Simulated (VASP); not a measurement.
SiC: single point with PBE

Crystal: SiC.

```
Si C
1.0
     3.09412   -5.35917    0.00000
    -6.18824    0.00000    0.00000
     0.00000    0.00000  -10.12934
Si C
16 16
Direct
  0.33333 0.16667 0.06216
  0.83333 0.16667 0.06216
  0.33333 0.66667 0.06216
  0.83333 0.66667 0.06216
  0.16667 0.33333 0.56216
  0.66667 0.33333 0.56216
  0.16667 0.83333 0.56216
  0.66667 0.83333 0.56216
  0.50000 0.50000 0.31210
  0.00000 0.50000 0.31210
  0.50000 0.00000 0.31210
  0.00000 0.00000 0.31210
  0.00000 0.00000 0.81210
  0.50000 0.00000 0.81210
  0.00000 0.50000 0.81210
  0.50000 0.50000 0.81210
  0.33333 0.16667 0.25019
  0.83333 0.16667 0.25019
  0.33333 0.66667 0.25019
  0.83333 0.66667 0.25019
  0.16667 0.33333 0.75019
  0.66667 0.33333 0.75019
  0.16667 0.83333 0.75019
  0.66667 0.83333 0.75019
  0.00000 0.00000 0.49955
  0.50000 0.00000 0.49955
  0.00000 0.50000 0.49955
  0.50000 0.50000 0.49955
  0.50000 0.00000 0.99955
  0.00000 0.00000 0.99955
  0.50000 0.50000 0.99955
  0.00000 0.50000 0.99955
```

```
Program             : VASP 6.6.1
Task                : single point
Functional          : PBE
Potentials or basis : VASP PAW PBE potentials, release 64 (Si, C)
Cutoff              : 520 eV
k mesh              : 2 × 2 × 2
Occupations         : gaussian, width 0.01 eV
Spin                : no spin polarisation
```

```
Pressure               : 0.1 GPa
Largest force          : 0.038 eV/Å
Band gap on the k mesh : 2.20 eV
```

Forces in eV/Å, atoms in the order of the input:
```
Si   0.000  0.000  0.038
Si   0.000  0.000  0.038
Si   0.000  0.000  0.038
Si   0.000  0.000  0.038
Si   0.000  0.000  0.038
Si   0.000  0.000  0.038
Si   0.000  0.000  0.038
Si   0.000  0.000  0.038
Si   0.000  0.000  0.035
Si   0.000  0.000  0.035
Si   0.000  0.000  0.035
Si   0.000  0.000  0.035
Si   0.000  0.000  0.035
Si   0.000  0.000  0.035
Si   0.000  0.000  0.035
Si   0.000  0.000  0.035
C    0.000  0.000 -0.038
C    0.000  0.000 -0.038
C    0.000  0.000 -0.038
C    0.000  0.000 -0.038
C    0.000  0.000 -0.038
C    0.000  0.000 -0.038
C    0.000  0.000 -0.038
C    0.000  0.000 -0.038
C    0.000  0.000 -0.035
C    0.000  0.000 -0.035
C    0.000  0.000 -0.035
C    0.000  0.000 -0.035
C    0.000  0.000 -0.035
C    0.000  0.000 -0.035
C    0.000  0.000 -0.035
C    0.000  0.000 -0.035
```

Stress tensor (GPa, compression positive):
```
 0.55  0.00  0.00
 0.00  0.55  0.00
 0.00  0.00 -0.75
```

Levels at points of the mesh, in eV from the valence-band top:
| k point | band 60 | band 61 | band 62 | band 63 | band 64 | band 65 | band 66 | band 67 | band 68 | band 69 |
| --- | --- | --- | --- | --- | --- | --- | --- | --- | --- | --- |
| (0.00, 0.00, 0.00) | -0.58 | -0.58 | -0.05 | 0.00 | 0.00 | 2.20 | 2.20 | 2.20 | 2.32 | 2.32 |
| (0.50, 0.00, 0.00) | -1.62 | -0.83 | -0.83 | -0.55 | -0.55 | 3.62 | 3.62 | 3.72 | 3.72 | 4.24 |
| (0.00, 0.00, 0.50) | -1.04 | -0.21 | -0.21 | -0.21 | -0.21 | 2.61 | 2.61 | 2.61 | 2.61 | 2.61 |
| (0.50, 0.00, 0.50) | -1.27 | -0.91 | -0.91 | -0.91 | -0.91 | 3.86 | 3.86 | 3.86 | 3.86 | 3.89 |

Run time: 4.4 min on 1 thread of AMD EPYC 7R13 Processor (Zen 3), on a shared host, peak memory 0.4 GiB.

Caveat: the k points lie up to 0.59 Å⁻¹ apart. A k mesh can miss the band edges.
